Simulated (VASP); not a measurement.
# SnS2 (P-3m1) in VASP: a series of runs

Aim: see how the results for SnS2 move with the level of theory and the settings. Levels: PBE, r2SCAN+rVV10. Tasks: single point, relaxation of cell and atoms.

Everything below comes from runs of VASP 6.6.1. Logs are shortened: lines on timing, memory, paths and dates and some standing lists are left out, and cuts for length are marked.

### Step 1. The cell of the first run

The structure is trigonal, space group P-3m1 (No. 164). Conventional cell: a = 3.661 Å, b = 3.661 Å, c = 5.962 Å, α = 90.00°, β = 90.00°, γ = 120.00°. Sn (site symmetry -3m) has 6 S at 2.57 Å within 3.4 Å. Within 3.4 Å of S (site symmetry 3m) lie 3 Sn at 2.57 Å.

### Step 2. Single point, PBE, non-collinear spin, zero start, spin-orbit coupling

INCAR

```
PREC = Accurate ; ENCUT = 500
EDIFF = 1E-6 ; ISMEAR = 0
SIGMA = 0.01 ; LREAL = F
LASPH = T ; NELM = 200
ALGO = Normal ; ISIF = 2
LWAVE = F ; LCHARG = T
MAGMOM = 0 0 0 0 0 0 0 0 0 ; LORBIT = 11
LSORBIT = T ; GGA_COMPAT = F
LORBMOM = T ; GGA = PE
LVHAR = T ; NBANDS = 39
```

KPOINTS

```
regular mesh
0
Gamma
  12 12 4
```

POSCAR

```
SnS2
1.0
    3.6607548100      0.0000000000      0.0000000000
   -1.8303774050      3.1703066624      0.0000000000
    0.0000000000      0.0000000000      5.9617808746
Sn S
1 2
Direct
    0.0000000000      0.0000000000      0.0000000000
    0.3333333333      0.6666666667      0.2455905346
    0.6666666667      0.3333333333      0.7544094654
```

Potentials or basis: VASP PAW PBE potentials, release 64 (Sn_d, S).

The run is started by

```bash
cat potpaw_PBE.64/Sn_d/POTCAR potpaw_PBE.64/S/POTCAR > POTCAR
mpirun -np 1 vasp_ncl > vasp.out
```

OUTCAR:

```text
PREC = Accurate
   ENCUT = 500
   EDIFF = 1E-6
   ISMEAR = 0
   LREAL = F
   LASPH = T
   NELM = 200
   ISIF = 2
   LORBIT = 11
   LSORBIT = T
   GGA = PE

 ion  position               nearest neighbor table
   1  0.000  0.000  0.000-   2 2.57   3 2.57   2 2.57   3 2.57   3 2.57   2 2.57
   2  0.333  0.667  0.246-   1 2.57   1 2.57   1 2.57
   3  0.667  0.333  0.754-   1 2.57   1 2.57   1 2.57

  LATTYP: Found a hexagonal cell.
 ALAT       =     3.6607548100
 C/A-ratio  =     1.6285660155

  Lattice vectors:

 A1 = (   3.6607548100,   0.0000000000,   0.0000000000)
 A2 = (  -1.8303774050,   3.1703066624,   0.0000000000)
 A3 = (   0.0000000000,   0.0000000000,   5.9617808746)

Analysis of symmetry for initial positions (statically):
=====================================================================
 Subroutine PRICEL returns:
 Original cell was already a primitive cell.

 Routine SETGRP: Setting up the symmetry group for a
 hexagonal supercell.

 Subroutine GETGRP returns: Found 12 space group operations
 (whereof 12 operations were pure point group operations)
 out of a pool of 24 trial point group operations.

The static configuration has the point symmetry D_3d.

Analysis of symmetry for dynamics (positions and initial velocities):
=====================================================================
 Subroutine PRICEL returns:
 Original cell was already a primitive cell.

 Routine SETGRP: Setting up the symmetry group for a
 hexagonal supercell.

 Subroutine GETGRP returns: Found 12 space group operations
 (whereof 12 operations were pure point group operations)
 out of a pool of 24 trial point group operations.

The dynamic configuration has the point symmetry D_3d.

Analysis of structural, dynamic, and magnetic symmetry:
=====================================================================
 Subroutine PRICEL returns:
 Original cell was already a primitive cell.

 Routine SETGRP: Setting up the symmetry group for a
 hexagonal supercell.

 Subroutine GETGRP returns: Found 12 space group operations
 (whereof 12 operations were pure point group operations)
 out of a pool of 24 trial point group operations.

The overall configuration has the point symmetry D_3d.

 Subroutine INISYM returns: Found 12 space group operations
 (whereof 12 operations are pure point group operations),
 and found     1 'primitive' translations

[... 1163 lines left out ...]
 -----------------------------------------------------------------------------------
      0.00000      0.00000      0.00000         0.000000      0.000000      0.000000
     -0.00000      2.11354      1.46416        -0.000000      0.000000      0.213213
      1.83038      1.05677      4.49762         0.000000     -0.000000     -0.213213
 -----------------------------------------------------------------------------------
    total drift:                                0.000000     -0.000000     -0.000000

  FREE ENERGIE OF THE ION-ELECTRON SYSTEM (eV)
  ---------------------------------------------------
  free  energy   TOTEN  =       -13.2146314606 eV

  energy  without entropy=      -13.2146314606  energy(sigma->0) =      -13.21463146

 orbital moment (x)

 # of ion     p       d       tot
 ----------------------------------------
  1        -0.000  -0.000  -0.000
  2         0.000   0.000   0.000
  3         0.000   0.000   0.000
 ----------------------------------------
            0.000  -0.000   0.000

 orbital moment (y)

 # of ion     p       d       tot
 ----------------------------------------
  1        -0.000  -0.000  -0.000
  2        -0.000   0.000  -0.000
  3        -0.000   0.000  -0.000
 ----------------------------------------
           -0.000  -0.000  -0.000

 orbital moment (z)

 # of ion     p       d       tot
 ----------------------------------------
  1         0.000   0.000   0.000
  2         0.000   0.000   0.000
  3         0.000   0.000   0.000
 ----------------------------------------
            0.000   0.000   0.000

 Spin-Orbit-Coupling matrix elements

 Ion:    1  E_soc:     -0.0862113
 l=   1
     0.0000000    -0.0083791    -0.0084107
    -0.0083791     0.0000000    -0.0083791
    -0.0084107    -0.0083791     0.0000000
 l=   2
     0.0000000    -0.0011903     0.0000000    -0.0011903    -0.0048081
    -0.0011903     0.0000000    -0.0035943    -0.0011789    -0.0011903
     0.0000000    -0.0035943     0.0000000    -0.0035943     0.0000000
    -0.0011903    -0.0011789    -0.0035943     0.0000000    -0.0011903
    -0.0048081    -0.0011903     0.0000000    -0.0011903     0.0000000
 l=   3
     0.0000000     0.0000000     0.0000000     0.0000000     0.0000000     0.0000000     0.0000000
     0.0000000     0.0000000     0.0000000     0.0000000     0.0000000     0.0000000     0.0000000
     0.0000000     0.0000000     0.0000000     0.0000000     0.0000000     0.0000000     0.0000000
     0.0000000     0.0000000     0.0000000     0.0000000     0.0000000     0.0000000     0.0000000
[... 29 lines left out ...]
 l=   2
     0.0000000     0.0000000     0.0000000     0.0000000     0.0000000
     0.0000000     0.0000000     0.0000000     0.0000000     0.0000000
     0.0000000     0.0000000     0.0000000     0.0000000     0.0000000
     0.0000000     0.0000000     0.0000000     0.0000000     0.0000000
     0.0000000     0.0000000     0.0000000     0.0000000     0.0000000
 l=   3
     0.0000000     0.0000000     0.0000000     0.0000000     0.0000000     0.0000000     0.0000000
     0.0000000     0.0000000     0.0000000     0.0000000     0.0000000     0.0000000     0.0000000
     0.0000000     0.0000000     0.0000000     0.0000000     0.0000000     0.0000000     0.0000000
     0.0000000     0.0000000     0.0000000     0.0000000     0.0000000     0.0000000     0.0000000
     0.0000000     0.0000000     0.0000000     0.0000000     0.0000000     0.0000000     0.0000000
     0.0000000     0.0000000     0.0000000     0.0000000     0.0000000     0.0000000     0.0000000
     0.0000000     0.0000000     0.0000000     0.0000000     0.0000000     0.0000000     0.0000000

 total charge

# of ion       s       p       d       tot
------------------------------------------
    1        1.018   1.045  10.146  12.210
    2        1.365   2.341   0.000   3.706
    3        1.365   2.341   0.000   3.706
--------------------------------------------------
tot          3.748   5.727  10.146  19.622

 magnetization (x)

# of ion       s       p       d       tot
------------------------------------------
    1        0.000   0.000  -0.000   0.000
    2       -0.000   0.000   0.000  -0.000
    3        0.000   0.000   0.000   0.000
--------------------------------------------------
tot          0.000   0.000  -0.000   0.000

 magnetization (y)

# of ion       s       p       d       tot
------------------------------------------
    1        0.000   0.000   0.000   0.000
    2        0.000   0.000   0.000   0.000
    3        0.000   0.000   0.000   0.000
--------------------------------------------------
tot          0.000   0.000   0.000   0.000

 magnetization (z)

# of ion       s       p       d       tot
------------------------------------------
    1        0.000  -0.000   0.000  -0.000
    2        0.000   0.000   0.000   0.000
    3        0.000   0.000   0.000   0.000
--------------------------------------------------
tot          0.000  -0.000   0.000  -0.000
```

OSZICAR:

```text
N       E                     dE             d eps       ncg     rms          rms(c)
DAV:   1     0.262875747374E+03    0.26288E+03   -0.11409E+04  5882   0.157E+03
DAV:   2     0.287251425278E+02   -0.23415E+03   -0.22089E+03  5537   0.481E+02
DAV:   3    -0.114471408277E+02   -0.40172E+02   -0.39254E+02  6401   0.158E+02
DAV:   4    -0.136496476862E+02   -0.22025E+01   -0.21888E+01  6657   0.411E+01
DAV:   5    -0.137195638572E+02   -0.69916E-01   -0.69896E-01  7626   0.740E+00    0.873E+00
DAV:   6    -0.132380589837E+02    0.48150E+00   -0.64365E-01  7934   0.109E+01    0.615E+00
DAV:   7    -0.132150539391E+02    0.23005E-01   -0.30401E-01  6890   0.356E+00    0.219E+00
DAV:   8    -0.132141895800E+02    0.86436E-03   -0.25343E-02  7830   0.170E+00    0.991E-01
DAV:   9    -0.132145371124E+02   -0.34753E-03   -0.26053E-03  6981   0.366E-01    0.293E-01
DAV:  10    -0.132145875326E+02   -0.50420E-04   -0.50198E-04  7812   0.233E-01    0.114E-01
DAV:  11    -0.132146084788E+02   -0.20946E-04   -0.19562E-04  6409   0.878E-02    0.378E-02
DAV:  12    -0.132146313401E+02   -0.22861E-04   -0.26077E-05  6286   0.409E-02    0.261E-02
DAV:  13    -0.132146314606E+02   -0.12054E-06   -0.15077E-06  6157   0.140E-02
   1 F= -.13214631E+02 E0= -.13214631E+02  d E =-.565892E-27  mag=    -0.0000    -0.0000    -0.0000
```

Wall time 7.8 min (1 thread of Oxide Virtual Turin-like, shared host); peak memory 0.44 GiB.

What came out:

```
Free energy                                           : -13.2146 eV
Pressure                                              : 3.0 GPa
Largest force                                         : 0.213 eV/Å
Net moment                                            : 0.00 μB per cell
Valence electrons inside the program's atomic spheres : Sn 12.21; S 3.71
```

Forces on the atoms (eV/Å):
```
Sn   0.000  0.000  0.000
S    0.000  0.000  0.213
S    0.000  0.000 -0.213
```

Moments on the atoms (μB; x, y, z):
```
Sn  0.00 0.00 0.00
S   0.00 0.00 0.00
S   0.00 0.00 0.00
```

Caveat: this functional lacks dispersion, which binds layers or chains, so the pressure and a relaxed spacing across them are unreliable.

### Step 3. Relaxation of cell and atoms, r2SCAN+rVV10

This run uses another cell than the first one, of 22.57 Å³/atom.

POSCAR

```
SnS2
1.0
    3.6689057089      0.0000000000      0.0000000000
   -1.8344528545      3.1773655480      0.0000000000
    0.0000000000      0.0000000000      5.8095615031
Sn S
1 2
Direct
    0.0000000000      0.0000000000      0.0000000000
    0.3333333333      0.6666666667      0.2545079799
    0.6666666667      0.3333333333      0.7454920201
```

INCAR.step1

```
ALGO = Normal
EDIFF = 1E-5
EDIFFG = -0.005
ENCUT = 550
GGA = PE
GGA_COMPAT = F
IBRION = 2
ISIF = 3
ISMEAR = -1
LASPH = T
LCHARG = F
LREAL = F
LWAVE = T
NELM = 120
NELMIN = 4
NSW = 100
PREC = Accurate
SIGMA = 0.02
```

INCAR.step2

```
ALGO = Normal
BPARAM = 11.95
CPARAM = 0.0093
EDIFF = 1E-7
EDIFFG = -0.005
ENCUT = 550
GGA_COMPAT = F
IBRION = 2
ISIF = 3
ISMEAR = -1
ISTART = 1
IVDW_NL = 2
LASPH = T
LCHARG = F
LMIXTAU = T
LREAL = F
LUSE_VDW = T
LWAVE = F
METAGGA = R2SCAN
NELM = 120
NELMIN = 4
NSW = 80
PREC = Accurate
SIGMA = 0.02
```

KPOINTS

```
k-points
0
Gamma
  12 12 4
```

Potentials or basis: VASP PAW PBE potentials, release 64 (Sn_d, S).

The run is started by

```bash
cat potpaw_PBE.64/Sn_d/POTCAR potpaw_PBE.64/S/POTCAR > POTCAR
cp INCAR.step1 INCAR
mpirun -np 1 vasp_std > vasp.out
cp INCAR.step2 INCAR
mpirun -np 1 vasp_std > vasp.out
```

Wall time 1.6 h (1 thread of Oxide Virtual Turin-like, shared host); peak memory 0.39 GiB.

It converged, with:

- Free energy: -41.6023 eV
- Relaxed volume: 23.03 Å³/atom
- Relaxed cell: a = 3.662 Å, b = 3.662 Å, c = 5.949 Å, α = 90.00°, β = 90.00°, γ = 120.00°
- Space group after relaxing (to 0.1 Å): P-3m1 (No. 164)
- Energy gained by relaxing: 2.9 meV/atom
- Ionic steps: 13
- Pressure after relaxing: 0.0 GPa
- Band gap on the k mesh: 1.78 eV (least direct gap 2.23 eV)

Step by step:
```
step  energy change (eV)  largest force (eV/Å)  pressure (GPa)  volume (Å³)
   1              0.0000                0.2397           -0.66        67.72
   2             -0.0014                0.0290            1.04        66.82
   3             -0.0028                0.0827            0.33        67.19
   4             -0.0041                0.0598            0.24        67.46
   5             -0.0061                0.0075           -0.02        68.27
   6             -0.0074                0.0082           -0.03        68.47
   7             -0.0084                0.0382           -0.04        68.83
   8             -0.0085                0.0024            0.17        68.83
   9             -0.0086                0.0033            0.13        68.83
  10             -0.0087                0.0047            0.03        69.04
  11             -0.0087                0.0054            0.02        69.06
  12             -0.0087                0.0059           -0.03        69.09
  13             -0.0087                0.0014           -0.01        69.08
```

Final structure:
```yaml
crystal:
  lattice:
    - [3.66179, 0.00000, 0.00000]
    - [-1.83089, 3.17120, 0.00000]
    - [0.00000, 0.00000, 5.94879]
  atoms:
    - { symbol: Sn, position: [0.00000, 0.00000, 0.00000] }
    - { symbol: S, position: [0.33333, 0.66667, 0.24623] }
    - { symbol: S, position: [0.66667, 0.33333, 0.75377] }
```

Levels at points of the mesh, in eV from the valence-band top:
| k point | band 9 | band 10 | band 11 | band 12 | band 13 | band 14 | band 15 | band 16 | band 17 |
| --- | --- | --- | --- | --- | --- | --- | --- | --- | --- |
| (0.00, 0.00, 0.00) | -0.66 | -0.66 | -0.36 | -0.36 | 0.00 | 2.37 | 4.13 | 5.86 | 5.86 |
| (0.50, 0.00, 0.00) | -4.44 | -2.69 | -2.60 | -0.94 | -0.30 | 1.99 | 4.99 | 6.43 | 6.68 |
| (0.00, 0.00, 0.50) | -1.86 | -0.74 | -0.74 | -0.24 | -0.24 | 3.46 | 4.21 | 5.62 | 5.62 |
| (0.50, 0.00, 0.50) | -4.86 | -2.46 | -1.81 | -0.70 | -0.61 | 1.81 | 5.17 | 6.07 | 6.88 |

Caveat: the PAW data sets were made with another functional, which shifts forces and pressure a little; spin-orbit coupling is left out, which moves the levels of the heavy elements. A k mesh can miss the band edges.
